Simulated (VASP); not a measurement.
# Ge in VASP: further runs, part 2 of 2

VASP 6.6.1. The steps go on from the part before.

## (3) Single point, PBEsol

This run uses another cell than the first one, of 19.51 Å³/atom, 0.995 times its volume.

Input file INCAR:

```
SYSTEM = Ge
  PREC = Accurate
  ENCUT = 520
  EDIFF = 1E-7
  ISMEAR = 0
  SIGMA = 0.15
  LREAL = .False.
  LASPH = .True.
  NELM = 80
  ALGO = Normal
  ISIF = 2
  LWAVE = .False.
  LCHARG = .False.
  GGA = PS
  NBANDS = 36
```

Input file KPOINTS:

```
regular mesh
0
Gamma
  12 12 6
  0 0 0
```

Input file POSCAR:

```
Ge
1.0
    3.7970528770      0.0000000000      0.0000000000
   -1.8985264385      3.2883442510      0.0000000000
    0.0000000000      0.0000000000      6.2493425294
Ge
4
Direct
    0.0000000000      0.0000000000      0.0711485552
    0.0000000000      0.0000000000      0.5711485552
    0.3333333333      0.6666666667      0.8211514448
    0.6666666667      0.3333333333      0.3211514448
```

Potentials or basis: VASP PAW PBE potentials, release 64 (Ge_d).

On the command line:

```console
$ cat potpaw_PBE.64/Ge_d/POTCAR > POTCAR
$ mpirun -np 1 vasp_std > vasp.out
```

OUTCAR:

```text
SYSTEM = Ge
   PREC = Accurate
   ENCUT = 520
   EDIFF = 1E-7
   ISMEAR = 0
   LREAL = .False.
   LASPH = .True.
   NELM = 80
   ISIF = 2
   GGA = PS

 ion  position               nearest neighbor table
   1  0.000  0.000  0.071-   3 2.69   3 2.69   3 2.69   4 2.69   4 2.69   4 2.69
   2  0.000  0.000  0.571-   4 2.69   4 2.69   4 2.69   3 2.69   3 2.69   3 2.69
   3  0.333  0.667  0.821-   1 2.69   1 2.69   1 2.69   2 2.69   2 2.69   2 2.69
   4  0.667  0.333  0.321-   2 2.69   2 2.69   2 2.69   1 2.69   1 2.69   1 2.69

  LATTYP: Found a hexagonal cell.
 ALAT       =     3.7970528770
 C/A-ratio  =     1.6458402692

  Lattice vectors:

 A1 = (   3.7970528770,   0.0000000000,   0.0000000000)
 A2 = (  -1.8985264385,   3.2883442510,   0.0000000000)
 A3 = (   0.0000000000,   0.0000000000,   6.2493425294)

Analysis of symmetry for initial positions (statically):
=====================================================================
 Subroutine PRICEL returns:
 Original cell was already a primitive cell.

 Routine SETGRP: Setting up the symmetry group for a
 hexagonal supercell.

 Subroutine GETGRP returns: Found 24 space group operations
[... 171 lines left out ...]
 E-fermi :   6.1772     XC(G=0): -11.1365

 val. band max:        6.1766007273   @ k =   0.5000  -0.0000   0.1667
 cond. band min:       6.1836235507   @ k =   0.0833   0.0000   0.5000
 fundamental gap:      0.0070228233
 Fermi energy:         6.1771791847

 k-point     1 :       0.0000    0.0000    0.0000
  band No.  band energies     occupation
      1     -18.5418      2.00000
      2     -18.5418      2.00000
      3     -18.5248      2.00000
      4     -18.5248      2.00000
      5     -18.4981      2.00000
      6     -18.3988      2.00000
[... 925 lines left out ...]
     35      13.5942      0.00000
     36      14.2949      0.00000

 [... further k-points ...]

------------------------ aborting loop because EDIFF is reached ----------------------------------------

  FORCE on cell =-STRESS in cart. coord.  units (eV):
  Direction    XX          YY          ZZ          XY          YZ          ZX
  --------------------------------------------------------------------------------------
  -------------------------------------------------------------------------------------
  Total        0.0067902      0.0067902     -0.0841418      0.0000000      0.0000000     -0.0000000
  in kB        0.1394224      0.1394224     -1.7276833      0.0000000      0.0000000     -0.0000000
  external PRESSURE =      -0.4829461 kB  Pullay stress =       0.0000000 kB

 VOLUME and BASIS-vectors are now :
 -----------------------------------------------------------------------------
  energy-cutoff  :      520.00
  volume of cell :       78.03
      direct lattice vectors                 reciprocal lattice vectors
     3.797052877  0.000000000  0.000000000     0.263362148  0.152052207  0.000000000
    -1.898526439  3.288344251  0.000000000     0.000000000  0.304104414  0.000000000
     0.000000000  0.000000000  6.249342529     0.000000000  0.000000000  0.160016833

 POSITION                                       TOTAL-FORCE (eV/Angst)
 -----------------------------------------------------------------------------------
      0.00000      0.00000      0.44463         0.000000     -0.000000      0.000000
      0.00000      0.00000      3.56930         0.000000     -0.000000      0.000000
     -0.00000      2.19223      5.13166        -0.000000      0.000000     -0.000000
      1.89853      1.09611      2.00699         0.000000     -0.000000     -0.000000
 -----------------------------------------------------------------------------------
    total drift:                                0.000000      0.000001     -0.018489

  FREE ENERGIE OF THE ION-ELECTRON SYSTEM (eV)
  ---------------------------------------------------
  free  energy   TOTEN  =       -18.8643638389 eV

  energy  without entropy=      -18.8406042922  energy(sigma->0) =      -18.85248407
```

It took 3.5 min on 1 thread of Intel Xeon Platinum 8175M at 2.50GHz (Skylake/Cascade Lake), shared host; peak memory 0.28 GiB.

Results:

| Property | Result |
| --- | --- |
| Free energy | -18.8644 eV |
| Pressure | 0.0 GPa |
| Band gap on the k mesh | zero (band 28 reaches 7.43 eV, above the bottom of band 29 at 3.17 eV) |

Caveat: the PAW data sets were made with another functional, which shifts forces and pressure a little.

## (4) Single point, PBEsol

This run uses another cell than the first one, of 19.51 Å³/atom, 0.995 times its volume.

Input file INCAR:

```
PREC = Accurate
ENCUT = 520
EDIFF = 1E-6
ISMEAR = 0
SIGMA = 0.1
LREAL = False
LASPH = True
NELM = 80
ALGO = Normal
ISIF = 2
LWAVE = False
LCHARG = True
GGA = PS
LELF = True
LVHAR = True
NBANDS = 36
```

Input file KPOINTS:

```
regular mesh
0
Gamma
  12 12 8
```

POSCAR: that of step 3 with these lines changed.

```diff
@@ -8,3 +8,3 @@
 Direct
-    0.0000000000      0.0000000000      0.0711485552
+    0.0000000000      0.0000000000      1.0711485552
     0.0000000000      0.0000000000      0.5711485552
```

On the command line:

```console
$ cat potpaw_PBE.64/Ge_d/POTCAR > POTCAR
$ mpirun -np 1 vasp_std > vasp.out
```

It took 4.1 min on 1 thread of Intel Xeon Platinum 8175M at 2.50GHz (Skylake/Cascade Lake), shared host; peak memory 0.3 GiB.

Results (log left out):

```
Free energy            : -18.8600 eV
Pressure               : 0.0 GPa
Band gap on the k mesh : zero (band 28 reaches 7.44 eV, above the bottom of band 29 at 3.17 eV)
```

Levels at points of the mesh, in eV from the Fermi level:
```
           k point  band 24  band 25  band 26  band 27  band 28  band 29  band 30  band 31  band 32  band 33
(0.00, 0.00, 0.00)    -1.02    -0.40    -0.40     0.61     1.26     1.26     2.26     2.80     2.80     4.45
(0.50, 0.00, 0.00)    -6.48    -5.29    -4.27    -2.70     0.80     1.18     1.28     1.63     2.47     4.07
(0.00, 0.00, 0.50)    -4.91     0.31     0.31     0.31     0.31     1.26     1.26     3.51     3.51     3.51
(0.50, 0.00, 0.50)    -7.96    -1.80    -1.80    -1.69    -1.69    -1.28    -1.28     2.92     2.92     5.72
```

Caveat: the PAW data sets were made with another functional, which shifts forces and pressure a little.

## (5) Relaxation of cell and atoms, PBEsol

Input file INCAR:

```
SYSTEM = Ge
PREC = Accurate
ENCUT = 600
EDIFF = 1E-6
ISMEAR = 0
SIGMA = 0.1
LREAL = .False.
LASPH = .True.
NELM = 60
ALGO = Normal
ISIF = 3
LWAVE = .False.
LCHARG = .False.
GGA = PS
IBRION = 2
NSW = 100
EDIFFG = -0.005
```

Input file KPOINTS:

```
Automatic mesh
0
Gamma
  12 12 8
  0 0 0
```

Input file POSCAR:

```
Ge
1.0
    3.8369656812      0.0000000000      0.0000000000
   -1.9184828406      3.3229097533      0.0000000000
    0.0000000000      0.0000000000      6.1504743641
Ge
4
Direct
    0.0000000000      0.0000000000      1.0711871579
    0.0000000000      0.0000000000      0.5711871579
    0.3333333333      0.6666666667      0.8211128421
    0.6666666667      0.3333333333      0.3211128421
```

On the command line:

```console
$ cat potpaw_PBE.64/Ge_d/POTCAR > POTCAR
$ mpirun -np 1 vasp_std > vasp.out
```

Run time: 41 min. Hardware: 1 thread of Intel Xeon Platinum 8175M at 2.50GHz (Skylake/Cascade Lake), shared host; peak memory 0.37 GiB.

The run converged. Its results:

```
Free energy                            : -18.8603 eV
Relaxed volume                         : 19.52 Å³/atom
Relaxed cell                           : a = 3.799 Å, b = 3.799 Å, c = 6.248 Å, α = 90.00°, β = 90.00°, γ = 120.00°
Space group after relaxing (to 0.05 Å) : P6_3/mmc (No. 194)
Energy gained by relaxing              : 0.8 meV/atom
Ionic steps                            : 23
Pressure after relaxing                : 0.0 GPa
Band gap on the k mesh                 : zero (band 28 reaches 7.43 eV, above the bottom of band 29 at 3.17 eV)
```

The path:
```
step  energy change (eV)  largest force (eV/Å)  pressure (GPa)  volume (Å³)
   1              0.0000                0.0006            0.07        78.42
   2             -0.0007                0.0005           -0.09        78.51
   3             -0.0016                0.0003           -0.28        78.77
   4              0.0020                0.0007           -1.18        79.28
   5             -0.0016                0.0002           -0.51        78.84
   6             -0.0019                0.0001           -0.45        78.78
   7             -0.0026                0.0000           -0.38        78.59
   8             -0.0030                0.0004           -0.53        78.21
   9             -0.0033                0.0002           -0.05        77.88
  10             -0.0032                0.0002            0.23        77.85
  11             -0.0033                0.0003           -0.20        77.87
  12             -0.0032                0.0003            0.15        77.86
  13             -0.0031                0.0003            0.10        77.95
  14             -0.0030                0.0002           -0.26        78.20
  15             -0.0031                0.0004           -0.11        78.06
  16             -0.0031                0.0004            0.18        78.04
  17             -0.0031                0.0002           -0.27        78.05
  18             -0.0031                0.0003           -0.02        78.04
  19             -0.0031                0.0002           -0.02        78.05
  20             -0.0031                0.0002           -0.20        78.05
  21             -0.0032                0.0002           -0.05        78.06
  22             -0.0033                0.0000            0.05        78.08
  23             -0.0033                0.0001            0.02        78.09
```

Final structure:
```cif
data_structure
_symmetry_space_group_name_H-M 'P 1'
_symmetry_Int_Tables_number 1
_cell_length_a 3.7988
_cell_length_b 3.7988
_cell_length_c 6.2485
_cell_angle_alpha 90.000
_cell_angle_beta 90.000
_cell_angle_gamma 120.000
_cell_volume 78.09
loop_
_atom_site_label
_atom_site_type_symbol
_atom_site_fract_x
_atom_site_fract_y
_atom_site_fract_z
_atom_site_occupancy
Ge1 Ge 0.00000 0.00000 0.07115 1
Ge2 Ge 0.00000 0.00000 0.57115 1
Ge3 Ge 0.33333 0.66667 0.82115 1
Ge4 Ge 0.66667 0.33333 0.32115 1
```

Levels at points of the mesh, in eV from the Fermi level:
| k point | band 25 | band 26 | band 27 | band 28 | band 29 | band 30 | band 31 | band 32 |
| --- | --- | --- | --- | --- | --- | --- | --- | --- |
| (0.00, 0.00, 0.00) | -0.40 | -0.40 | 0.62 | 1.25 | 1.25 | 2.25 | 2.79 | 2.79 |
| (0.50, 0.00, 0.00) | -5.28 | -4.27 | -2.70 | 0.80 | 1.18 | 1.28 | 1.62 | 2.47 |
| (0.00, 0.00, 0.50) | 0.30 | 0.30 | 0.30 | 0.30 | 1.25 | 1.25 | 3.51 | 3.51 |
| (0.50, 0.00, 0.50) | -1.80 | -1.80 | -1.70 | -1.70 | -1.28 | -1.28 | 2.92 | 2.92 |

Caveat: the PAW data sets were made with another functional, which shifts forces and pressure a little.

## (6) The runs side by side

| task | cell | k mesh | cutoff (eV) | smearing | gap on the mesh (eV) | pressure (GPa) |
| --- | --- | --- | --- | --- | --- | --- |
| single point | a = 3.837, b = 3.837, c = 6.150 Å, angles 90.0, 90.0, 120.0°, 4 atoms | 12 × 12 × 4 | 520 | gaussian 0.1 eV | none | 0.1 |
| single point | a = 3.797, b = 3.797, c = 6.249 Å, angles 90.0, 90.0, 120.0°, 4 atoms | 12 × 12 × 6 | 520 | gaussian 0.15 eV | none | 0.0 |
| single point | a = 3.797, b = 3.797, c = 6.249 Å, angles 90.0, 90.0, 120.0°, 4 atoms | 12 × 12 × 8 | 520 | gaussian 0.1 eV | none | 0.0 |
| relaxation of cell and atoms | relaxed from a = 3.837, b = 3.837, c = 6.150 Å, angles 90.0, 90.0, 120.0°, 4 atoms | 12 × 12 × 8 | 600 | gaussian 0.1 eV | none | 0.0 |

Alike in all rows: level PBEsol; potentials or basis VASP PAW PBE potentials, release 64 (Ge_d); no spin polarisation.

Caveats: the PAW data sets were made with another functional, which shifts forces and pressure a little.

Total energies depend on the potentials used, so only differences within one code and one set of settings carry meaning.
